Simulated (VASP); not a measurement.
Input of a VASP 6.6.1 run:

The input POSCAR:

```
TePb
1.0
    0.0000000000      3.3004667926      3.3004667926
    3.3004667926      0.0000000000      3.3004667926
    3.3004667926      3.3004667926      0.0000000000
Te Pb
1 1
Direct
    0.5000000000      0.5000000000      0.5000000000
    0.0000000000      0.0000000000      0.0000000000
```

The input INCAR.step1:

```
PREC = Accurate
ENCUT = 520
ISMEAR = 0
SIGMA = 0.02
LREAL = F
LASPH = T
NELM = 100
NBANDS = 17
GGA = PE
ALGO = Normal
EDIFF = 1E-4
LWAVE = T
LCHARG = F
```

Contents of INCAR.step2:

```
PREC = Accurate
ENCUT = 520
EDIFF = 1E-7
ISMEAR = 0
SIGMA = 0.02
LREAL = F
LASPH = T
NELM = 100
ALGO = Normal
ISIF = 2
LWAVE = F
LCHARG = T
METAGGA = R2SCAN
LMIXTAU = T
LELF = T
LVHAR = T
NBANDS = 17
ISTART = 1
```

The input KPOINTS:

```
Automatic mesh
0
Gamma
  8 8 8
```

Potentials or basis: VASP PAW PBE potentials, release 64 (Te, Pb_d).

Run with:

```console
$ cat potpaw_PBE.64/Te/POTCAR potpaw_PBE.64/Pb_d/POTCAR > POTCAR
$ cp INCAR.step1 INCAR
$ mpirun -np 1 vasp_std > vasp.out
$ cp INCAR.step2 INCAR
$ mpirun -np 1 vasp_std > vasp.out
```

(1) Estimate the pressure.

(2) Predict the band gap on the k mesh.

Answers

(1) -1.2 GPa.

(2) 1.15 eV.

Caveat: the PAW data sets were made with another functional, which shifts forces and pressure a little; spin-orbit coupling is left out, which moves the levels of the heavy elements.
